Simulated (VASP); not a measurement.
# NiSb (P6_3/mmc) in VASP: notebook

NiSb is run at these levels: PBE; tasks: single point.

All numbers are computed with VASP 6.6.1; they aren't measurements. Logs are shortened: lines on timing, memory, paths and dates and some standing lists are left out, and cuts for length are marked.

## 1. The cell of the first run

The structure is hexagonal, space group P6_3/mmc (No. 194). The conventional cell has a = 4.055 Å, b = 4.055 Å, c = 5.072 Å, α = 90.00°, β = 90.00°, γ = 120.00°. Within 3.3 Å of Ni (site symmetry -3m) lie 2 Ni at 2.54 Å and 6 Sb at 2.66 Å. Within 3.5 Å of Sb (site symmetry -6m2) lie 6 Ni at 2.66 Å and 6 Sb at 3.45 Å.

## 2. Single point, PBE (biaxial strain in the a-b plane: +2.0 %, then relaxed in part)

Contents of INCAR:

```
ALGO = Normal ; EDIFF = 1E-6
ENCUT = 520 ; GGA = PE
ISIF = 2 ; ISMEAR = 0
LASPH = T ; LCHARG = F
LREAL = F ; LWAVE = F
NBANDS = 23 ; NELM = 100
PREC = Accurate ; SIGMA = 0.1
```

Contents of KPOINTS:

```
k-points
0
Gamma
  18 18 10
```

Contents of POSCAR:

```
NiSb
1.0
    4.0554908627      0.0000000000      0.0000000000
   -2.0277454313      3.5121581119      0.0000000000
    0.0000000000      0.0000000000      5.0718798443
Ni Sb
2 2
Direct
    0.0000000000      0.0000000000      0.0000000000
    0.0000000000      0.0000000000      0.5000000000
    0.3333333333      0.6666666667      0.2500000000
    0.6666666667      0.3333333333      0.7500000000
```

Potentials or basis: VASP PAW PBE potentials, release 64 (Ni, Sb).

On the command line:

```console
> cat potpaw_PBE.64/Ni/POTCAR potpaw_PBE.64/Sb/POTCAR > POTCAR
> mpirun -np 1 vasp_std > vasp.out
```

OUTCAR:

```text
EDIFF = 1E-6
   ENCUT = 520
   GGA = PE
   ISIF = 2
   ISMEAR = 0
   LASPH = T
   LREAL = F
   NELM = 100
   PREC = Accurate

 ion  position               nearest neighbor table
   1  0.000  0.000  0.000-   2 2.54   2 2.54   4 2.66   3 2.66   3 2.66   4 2.66   4 2.66   3 2.66

   2  0.000  0.000  0.500-   1 2.54   1 2.54   4 2.66   3 2.66   3 2.66   4 2.66   4 2.66   3 2.66

   3  0.333  0.667  0.250-   1 2.66   2 2.66   1 2.66   2 2.66   1 2.66   2 2.66   4 3.45   4 3.45
                             4 3.45   4 3.45   4 3.45   4 3.45
   4  0.667  0.333  0.750-   1 2.66   2 2.66   1 2.66   2 2.66   1 2.66   2 2.66   3 3.45   3 3.45
                             3 3.45   3 3.45   3 3.45   3 3.45

  LATTYP: Found a hexagonal cell.
 ALAT       =     4.0554908627
 C/A-ratio  =     1.2506204590

  Lattice vectors:

 A1 = (   4.0554908627,   0.0000000000,   0.0000000000)
 A2 = (  -2.0277454313,   3.5121581119,   0.0000000000)
 A3 = (   0.0000000000,   0.0000000000,   5.0718798443)

Analysis of symmetry for initial positions (statically):
=====================================================================
 Subroutine PRICEL returns:
 Original cell was already a primitive cell.

 Routine SETGRP: Setting up the symmetry group for a
 hexagonal supercell.

 Subroutine GETGRP returns: Found 24 space group operations
 (whereof 12 operations were pure point group operations)
 out of a pool of 24 trial point group operations.

The static configuration has the point symmetry D_3d.
 The point group associated with its full space group is D_6h.

Analysis of symmetry for dynamics (positions and initial velocities):
=====================================================================
 Subroutine PRICEL returns:
 Original cell was already a primitive cell.

 Routine SETGRP: Setting up the symmetry group for a
 hexagonal supercell.

 Subroutine GETGRP returns: Found 24 space group operations
 (whereof 12 operations were pure point group operations)
 out of a pool of 24 trial point group operations.

The dynamic configuration has the point symmetry D_3d.
 The point group associated with its full space group is D_6h.

 Subroutine INISYM returns: Found 24 space group operations
 (whereof 12 operations are pure point group operations),
 and found     1 'primitive' translations

----------------------------------------------------------------------------------------

                                     Primitive cell

  volume of cell :      72.2414

  direct lattice vectors                    reciprocal lattice vectors
     4.055490863  0.000000000  0.000000000     0.246579276  0.142362611  0.000000000
    -2.027745431  3.512158112  0.000000000     0.000000000  0.284725223  0.000000000
     0.000000000  0.000000000  5.071879844     0.000000000  0.000000000  0.197165554

  length of vectors
     4.055490863  4.055490863  5.071879844     0.284725223  0.284725223  0.197165554

  position of ions in fractional coordinates (direct lattice)
     0.000000000  0.000000000  0.000000000
     0.000000000  0.000000000  0.500000000
     0.333333333  0.666666667  0.250000000
     0.666666667  0.333333333  0.750000000

  ion indices of the primitive-cell ions
   primitive index   ion index
                 1           1
                 2           2
                 3           3
                 4           4

----------------------------------------------------------------------------------------

 KPOINTS: k-points

Automatic generation of k-mesh.
 Grid dimensions read from file:
 generate k-points for:   18   18   10

 Generating k-lattice:

  Cartesian coordinates                     Fractional coordinates (reciprocal lattice)
     0.013698849  0.007909034  0.000000000     0.055555556  0.000000000  0.000000000
     0.000000000  0.015818068  0.000000000     0.000000000  0.055555556  0.000000000
     0.000000000  0.000000000  0.019716555     0.000000000  0.000000000  0.100000000

  Length of vectors
     0.015818068  0.015818068  0.019716555

  Shift w.r.t. Gamma in fractional coordinates (k-lattice)
     0.000000000  0.000000000  0.000000000

 Subroutine IBZKPT returns following result:
 ===========================================

 Found    222 irreducible k-points:

 Following reciprocal coordinates:
            Coordinates               Weight
  0.000000  0.000000  0.000000      1.000000
  0.055556  0.000000  0.000000      6.000000
  0.111111  0.000000  0.000000      6.000000
  0.166667  0.000000  0.000000      6.000000
  0.222222  0.000000  0.000000      6.000000
  0.277778  0.000000  0.000000      6.000000
[... 16 lines left out ...]
  0.333333  0.111111  0.000000     12.000000
  0.388889  0.111111  0.000000     12.000000
 [... further k-points ...]
   k-points           NKPTS =    222   k-points in BZ     NKDIM =    222   number of bands    NBANDS=     23
   number of dos      NEDOS =    301   number of ions     NIONS =      4
   total plane-waves  NPLWV =  36000
   dimension x,y,z NGX =    30 NGY =   30 NGZ =   40
   dimension x,y,z NGXF=    60 NGYF=   60 NGZF=   80
   ions per type =               2   2
   NGX,Y,Z   is equivalent  to a cutoff of  12.30, 12.30, 13.11 a.u.
   NGXF,Y,Z  is equivalent  to a cutoff of  24.60, 24.60, 26.22 a.u.
 SYSTEM =  unknown system
   PREC   = accura    normal or accurate (medium, high low for compatibility)
   ISTART =      0    job   : 0-new  1-cont  2-samecut
   ICHARG =      2    charge: 1-file 2-atom 10-const
   ISPIN  =      1    spin polarized calculation?
   LNONCOLLINEAR =      F non collinear calculations
   LSORBIT =      F    spin-orbit coupling
   LASPH  =      T    aspherical Exc in radial PAW
   ENCUT  =  520.0 eV  38.22 Ry    6.18 a.u.   7.54  7.54  9.43*2*pi/ulx,y,z
   NELM   =    100;   NELMIN=  2; NELMDL= -5     # of ELM steps
   EDIFF  = 0.1E-05   stopping-criterion for ELM
   LREAL  =      F    real-space projection
   EDIFFG = 0.1E-04   stopping-criterion for IOM
   NSW    =      0    number of steps for IOM
   IBRION =     -1    ionic relax: 0-MD 1-quasi-New 2-CG
   NFREE  =      0    steps in history (QN), initial steepest desc. (CG)
   ISIF   =      2    stress and relaxation
   ISYM   =      2    0-nonsym 1-usesym 2-fastsym
   POTIM  = 0.5000    time-step for ionic-motion
   TEBEG  =    0.0;   TEEND  =   0.0 temperature during run
   PSTRESS=    0.0 pullay stress
   NELECT =      30.0000    total number of electrons
   NUPDOWN=      -1.0000    fix difference up-down
   EMIN   =  10.00;   EMAX   =-10.00  energy-range for DOS
   EFERMI =   0.00;   METHOD = LEGACY
   ISMEAR =     0;   SIGMA  =   0.10  broadening in eV -4-tet -1-fermi 0-gaus
   EFERMI_NEDOS =   21; number of points for ismear=-14 and -15
   IALGO  =     38    algorithm
   IMIX   =      4    mixing-type and parameters
     AMIX     =   0.40;   BMIX     =  1.00
     AMIX_MAG =   1.60;   BMIX_MAG =  1.00
  volume/ion in A,a.u.               =      18.06       121.88
  Fermi-wavevector in a.u.,A,eV,Ry     =   1.221386  2.308086 20.296966  1.491785
  Thomas-Fermi vector in A             =   2.356571
   LORBIT       =      0    0 simple, 1 ext, 2 COOP (PROOUT), +10 PAW based schemes
   GGA     = PE    functional components
   LHFCALC =     F    Hartree Fock is set to
   AEXX    =    0.0000 exact exchange contribution
   IVDW    =     0    specifies the selected vdW correction
   LEPSILON=     F    determine dielectric tensor
   LRPA    =     F    only Hartree local field effects (RPA)
 non-spin polarized calculation
 Gauss-broadening in eV      SIGMA  =   0.10
  energy-cutoff  :      520.00
  volume of cell :       72.24
 maximum number of plane-waves:      1969
   NGX = 15   NGY = 15   NGZ = 19

 number of electron      29.9999971 magnetization

 Free energy of the ion-electron system (eV)
  ---------------------------------------------------
  ext. energy  EPLUGINS =         0.00000000
  ---------------------------------------------------
  free energy    TOTEN  =       -20.27722837 eV

  energy without entropy =      -20.26329805  energy(sigma->0) =      -20.27026321

 E-fermi :   9.2480     XC(G=0): -11.2622

 val. band max:        9.2468677438   @ k =   0.1667   0.1111   0.4000
 cond. band min:       9.2556410450   @ k =   0.0556   0.0556   0.1000
 fundamental gap:      0.0087733012
 Fermi energy:         9.2480084726

 k-point     1 :       0.0000    0.0000    0.0000
  band No.  band energies     occupation
      1      -3.2867      2.00000
      2       1.1900      2.00000
      3       3.5348      2.00000
      4       5.5210      2.00000
      5       5.5210      2.00000
      6       6.2456      2.00000
[... 15 lines left out ...]
     22      15.5253      0.00000
     23      17.0268      0.00000

 k-point     2 :       0.0556    0.0000    0.0000
  band No.  band energies     occupation
      1      -3.2510      2.00000
      2       1.1815      2.00000
      3       3.5755      2.00000
      4       5.5202      2.00000
      5       5.5285      2.00000
      6       6.2316      2.00000
[... 15 lines left out ...]
     22      15.5746      0.00000
     23      16.6878      0.00000

 k-point     3 :       0.1111    0.0000    0.0000
  band No.  band energies     occupation
      1      -3.1441      2.00000
      2       1.1536      2.00000
      3       3.6969      2.00000
      4       5.5096      2.00000
      5       5.5509      2.00000
      6       6.1803      2.00000
[... 15 lines left out ...]
     22      15.7318      0.00000
     23      16.1041      0.00000
[... 495 lines left out ...]
 k-point    23 :       0.3333    0.1111    0.0000
  band No.  band energies     occupation
      1      -1.5695      2.00000
      2       0.3085      2.00000
      3       3.8467      2.00000
      4       5.4578      2.00000
      5       5.5757      2.00000
      6       5.7293      2.00000
[... 15 lines left out ...]
     22      16.6774      0.00000
     23      16.9594      0.00000

 k-point    24 :       0.3889    0.1111    0.0000
  band No.  band energies     occupation
      1      -1.1782      2.00000
      2      -0.0235      2.00000
      3       3.5969      2.00000
      4       5.5950      2.00000
      5       5.7156      2.00000
      6       5.8859      2.00000
[... 15 lines left out ...]
     22      16.6547      0.00000
     23      17.9001      0.00000

 [... further k-points ...]

------------------------ aborting loop because EDIFF is reached ----------------------------------------

  FORCE on cell =-STRESS in cart. coord.  units (eV):
  Direction    XX          YY          ZZ          XY          YZ          ZX
  --------------------------------------------------------------------------------------
  -------------------------------------------------------------------------------------
  Total       -1.6994558     -1.6994558     -0.0114207     -0.0000000      0.0000000      0.0000000
  in kB      -37.6906837    -37.6906837     -0.2532899     -0.0000000      0.0000000      0.0000000
  external PRESSURE =     -25.2115524 kB  Pullay stress =       0.0000000 kB

 VOLUME and BASIS-vectors are now :
 -----------------------------------------------------------------------------
  energy-cutoff  :      520.00
  volume of cell :       72.24
      direct lattice vectors                 reciprocal lattice vectors
     4.055490863  0.000000000  0.000000000     0.246579276  0.142362611  0.000000000
    -2.027745431  3.512158112  0.000000000     0.000000000  0.284725223  0.000000000
     0.000000000  0.000000000  5.071879844     0.000000000  0.000000000  0.197165554

 POSITION                                       TOTAL-FORCE (eV/Angst)
 -----------------------------------------------------------------------------------
      0.00000      0.00000      0.00000        -0.000000      0.000000     -0.000000
      0.00000      0.00000      2.53594        -0.000000      0.000000     -0.000000
     -0.00000      2.34144      1.26797        -0.000000      0.000000     -0.000000
      2.02775      1.17072      3.80391         0.000000     -0.000000      0.000000
 -----------------------------------------------------------------------------------
    total drift:                                0.000000     -0.000000     -0.000000

  FREE ENERGIE OF THE ION-ELECTRON SYSTEM (eV)
  ---------------------------------------------------
  free  energy   TOTEN  =       -20.2772283674 eV

  energy  without entropy=      -20.2632980489  energy(sigma->0) =      -20.27026321
```

Run time: 7.7 min. Hardware: 1 thread of Oxide Virtual Turin-like, shared host; peak memory 0.4 GiB.

What came out:

- Free energy: -20.2772 eV
- Pressure: -2.5 GPa
- Band gap on the k mesh: zero (bands 15 and 16 overlap by 3.01 eV)

Levels at points of the mesh, in eV from the Fermi level:
```
           k point  band 13  band 14  band 15  band 16  band 17  band 18
(0.00, 0.00, 0.00)     0.14     0.39     0.39     2.17     2.17     2.80
(0.50, 0.00, 0.00)    -1.43    -1.15    -1.09    -0.46     1.24     3.33
(0.00, 0.00, 0.50)     0.20     0.20     1.86     1.86     1.86     1.86
(0.50, 0.00, 0.50)    -1.62    -1.62     0.19     0.19     1.47     1.47
```

Caveat: the cell differs from its parent crystal (biaxial strain in the a-b plane: +2.0 %, then relaxed in part); spin-orbit coupling is left out, which moves the levels of the heavy elements.

## 3. Single point, PBE (biaxial strain in the a-b plane: +2.0 %)

Contents of INCAR:

```
SYSTEM = NiSb
  ALGO = Normal
  EDIFF = 1E-7
  ENCUT = 520
  GGA = PE
  ISIF = 2
  ISMEAR = 0
  LASPH = .TRUE.
  LCHARG = .FALSE.
  LREAL = .FALSE.
  LWAVE = .FALSE.
  NBANDS = 23
  NELM = 60
  PREC = Accurate
  SIGMA = 0.1
```

Contents of KPOINTS:

```
k-points
0
G
  18 18 10
  0 0 0
```

POSCAR: that of step 2 with these lines changed.

```diff
@@ -4,3 +4,3 @@
    -2.0277454313      3.5121581119      0.0000000000
-    0.0000000000      0.0000000000      5.0718798443
+    0.0000000000      0.0000000000      5.0949962067
 Ni Sb
```

Potentials or basis: VASP PAW PBE potentials, release 64 (Ni, Sb).

On the command line:

```console
> cat potpaw_PBE.64/Ni/POTCAR potpaw_PBE.64/Sb/POTCAR > POTCAR
> mpirun -np 1 vasp_std > vasp.out
```

Wall time 11 min (1 thread of Oxide Virtual Turin-like, shared host); peak memory 0.4 GiB.

Results (log left out):

| Property | Result |
| --- | --- |
| Free energy | -20.2764 eV |
| Pressure | -3.0 GPa |
| Band gap on the k mesh | zero (bands 15 and 16 overlap by 3.00 eV) |

Stress tensor (GPa, compression positive):
```
-4.05  0.00  0.00
 0.00 -4.05  0.00
 0.00  0.00 -0.80
```

Levels at points of the mesh, in eV from the Fermi level:
```
           k point  band 11  band 12  band 13  band 14  band 15  band 16  band 17  band 18  band 19  band 20
(0.00, 0.00, 0.00)    -1.10    -1.10     0.13     0.41     0.41     2.18     2.18     2.83     3.85     4.55
(0.50, 0.00, 0.00)    -1.91    -1.65    -1.42    -1.15    -1.10    -0.46     1.22     3.34     3.79     5.31
(0.00, 0.00, 0.50)    -1.88    -1.88     0.18     0.18     1.87     1.87     1.87     1.87     4.94     4.94
(0.50, 0.00, 0.50)    -1.73    -1.73    -1.61    -1.61     0.19     0.19     1.47     1.47     5.32     5.32
```

Caveat: the cell differs from its parent crystal (biaxial strain in the a-b plane: +2.0 %); spin-orbit coupling is left out, which moves the levels of the heavy elements.

## 4. Single point, PBE (biaxial strain in the a-b plane: +3.0 %, then relaxed in part)

Contents of INCAR:

```
PREC = Accurate ; ENCUT = 520
EDIFF = 1E-6 ; ISMEAR = 0
SIGMA = 0.1 ; LREAL = F
LASPH = T ; NELM = 80
ALGO = Normal ; ISIF = 2
LWAVE = F ; LCHARG = T
GGA = PE ; LELF = T
LVHAR = T ; NBANDS = 23
```

Contents of KPOINTS:

```
Automatic mesh
0
Gamma
  18 18 10
```

Contents of POSCAR:

```
NiSb
1.0
    4.0952505770      0.0000000000      0.0000000000
   -2.0476252885      3.5465910346      0.0000000000
    0.0000000000      0.0000000000      5.0335488165
Ni Sb
2 2
Direct
    0.0000000000      0.0000000000      0.0000000000
    0.0000000000      0.0000000000      0.5000000000
    0.3333333333      0.6666666667      0.2500000000
    0.6666666667      0.3333333333      0.7500000000
```

On the command line:

```console
> cat potpaw_PBE.64/Ni/POTCAR potpaw_PBE.64/Sb/POTCAR > POTCAR
> mpirun -np 1 vasp_std > vasp.out
```

Run time: 8.1 min. Hardware: 1 thread of Oxide Virtual Turin-like, shared host; peak memory 0.41 GiB.

Results (log left out):

```
Free energy            : -20.2370 eV
Pressure               : -3.6 GPa
Band gap on the k mesh : zero (bands 15 and 16 overlap by 2.91 eV)
```

Stress tensor (GPa, compression positive):
```
-5.36  0.00  0.00
 0.00 -5.36  0.00
 0.00  0.00 -0.03
```

Levels at points of the mesh, in eV from the Fermi level:
| k point | band 12 | band 13 | band 14 | band 15 | band 16 | band 17 | band 18 | band 19 |
| --- | --- | --- | --- | --- | --- | --- | --- | --- |
| (0.00, 0.00, 0.00) | -1.03 | 0.20 | 0.31 | 0.31 | 2.06 | 2.06 | 2.68 | 3.84 |
| (0.50, 0.00, 0.00) | -1.61 | -1.39 | -1.07 | -1.03 | -0.50 | 1.28 | 3.30 | 3.79 |
| (0.00, 0.00, 0.50) | -1.86 | 0.18 | 0.18 | 1.79 | 1.79 | 1.79 | 1.79 | 4.86 |
| (0.50, 0.00, 0.50) | -1.70 | -1.57 | -1.57 | 0.18 | 0.18 | 1.40 | 1.40 | 5.48 |

Caveat: the cell differs from its parent crystal (biaxial strain in the a-b plane: +3.0 %, then relaxed in part); the stress differs along the axes, from -5 to -0 GPa; spin-orbit coupling is left out, which moves the levels of the heavy elements.

## 5. Single point, PBE (biaxial strain in the a-b plane: +3.0 %)

Contents of INCAR:

```
SYSTEM = NiSb
  PREC = Accurate
  ENCUT = 520
  EDIFF = 1E-6
  ISMEAR = 0
  SIGMA = 0.1
  LREAL = .FALSE.
  LASPH = .TRUE.
  NELM = 80
  ALGO = Normal
  ISIF = 2
  LWAVE = .FALSE.
  LCHARG = .FALSE.
  GGA = PE
  NBANDS = 23
```

Contents of KPOINTS:

```
Automatic mesh
0
G
  18 18 10
  0 0 0
```

POSCAR: that of step 4 with these lines changed.

```diff
@@ -4,3 +4,3 @@
    -2.0476252885      3.5465910346      0.0000000000
-    0.0000000000      0.0000000000      5.0335488165
+    0.0000000000      0.0000000000      5.0640549342
 Ni Sb
```

On the command line:

```console
> cat potpaw_PBE.64/Ni/POTCAR potpaw_PBE.64/Sb/POTCAR > POTCAR
> mpirun -np 1 vasp_std > vasp.out
```

Wall time 5.8 min (1 thread of Oxide Virtual Turin-like, shared host); peak memory 0.41 GiB.

Results (log left out):

```
Free energy            : -20.2356 eV
Pressure               : -4.2 GPa
Band gap on the k mesh : zero (bands 15 and 16 overlap by 2.90 eV)
```

Stress tensor (GPa, compression positive):
```
-5.72  0.00  0.00
 0.00 -5.72  0.00
 0.00  0.00 -1.07
```

Levels at points of the mesh, in eV from the Fermi level:
```csv
k point,band 12,band 13,band 14,band 15,band 16,band 17,band 18,band 19
"(0.00, 0.00, 0.00)",-1.04,0.18,0.34,0.34,2.08,2.08,2.72,3.80
"(0.50, 0.00, 0.00)",-1.60,-1.38,-1.08,-1.03,-0.49,1.26,3.31,3.76
"(0.00, 0.00, 0.50)",-1.84,0.16,0.16,1.80,1.80,1.80,1.80,4.85
"(0.50, 0.00, 0.50)",-1.68,-1.55,-1.55,0.19,0.19,1.40,1.40,5.41
```

Caveat: the cell differs from its parent crystal (biaxial strain in the a-b plane: +3.0 %); the cell stands under tension; spin-orbit coupling is left out, which moves the levels of the heavy elements.

## 6. The runs side by side

| cell | gap on the mesh (eV) | pressure (GPa) |
| --- | --- | --- |
| a = 4.055, b = 4.055, c = 5.072 Å, angles 90.0, 90.0, 120.0°, 4 atoms | none | -2.5 |
| a = 4.055, b = 4.055, c = 5.095 Å, angles 90.0, 90.0, 120.0°, 4 atoms | none | -3.0 |
| a = 4.095, b = 4.095, c = 5.034 Å, angles 90.0, 90.0, 120.0°, 4 atoms | none | -3.6 |
| a = 4.095, b = 4.095, c = 5.064 Å, angles 90.0, 90.0, 120.0°, 4 atoms | none | -4.2 |

Alike in all rows: task single point; level PBE; potentials or basis VASP PAW PBE potentials, release 64 (Ni, Sb); no spin polarisation; k mesh 18 × 18 × 10; cutoff (eV) 520; smearing gaussian 0.1 eV.

Caveats: spin-orbit coupling is left out, which moves the levels of the heavy elements; the stress differs along the axes, from -5 to -0 GPa (at least some runs); the cell stands under tension (at least some runs).

Total energies depend on the potentials used, so only differences within one code and one set of settings carry meaning.
